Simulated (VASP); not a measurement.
**TiO2 (Anatase): single point with LDA**

The system is TiO2 (Anatase).

```
CELL_PARAMETERS angstrom
5.45820 0.00000 0.00000
2.83460 4.66444 0.00000
-4.14640 -2.33222 2.67583
ATOMIC_POSITIONS crystal
Ti 0.00000 0.00000 0.00000
Ti 0.75000 0.25000 0.50000
O 0.20810 0.20810 0.00000
O 0.95810 0.45810 0.50000
O 0.54190 0.04190 0.50000
O 0.79190 0.79190 0.00000
```

* Program: VASP 6.6.1
* Task: single point
* Functional: LDA
* Potentials or basis: VASP PAW LDA potentials, release 64 (Ti_sv, O)
* Cutoff: 520 eV
* k mesh: 5 × 5 × 5
* Occupations: gaussian, width 0.01 eV
* Spin: no spin polarisation

```json
{"Pressure": "-5.6 GPa", "Largest force": "0.092 eV/Å", "Band gap on the k mesh": "2.00 eV, indirect (least direct gap 2.35 eV)"}
```

Forces on the atoms (eV/Å):
```
Ti   0.000  0.000  0.000
Ti   0.000  0.000  0.000
O   -0.081 -0.045  0.000
O   -0.081 -0.045  0.000
O    0.081  0.045  0.000
O    0.081  0.045  0.000
```

Stress tensor (GPa, compression positive):
```
-5.16  0.39  0.00
 0.39 -5.64  0.00
 0.00  0.00 -5.86
```

Levels at points of the mesh, in eV from the valence-band top:
```csv
k point,band 21,band 22,band 23,band 24,band 25,band 26,band 27,band 28
"(0.00, 0.00, 0.00)",-0.77,-0.76,-0.47,-0.47,2.00,2.77,3.92,3.92
```

Wall time 84 s on 1 thread of Intel(R) Xeon(R) Platinum 8259CL CPU @ 2.50GHz (Skylake/Cascade Lake) (shared host), peak memory 0.22 GiB.

Caveat: the k points lie up to 0.47 Å⁻¹ apart. A k mesh can miss the band edges.
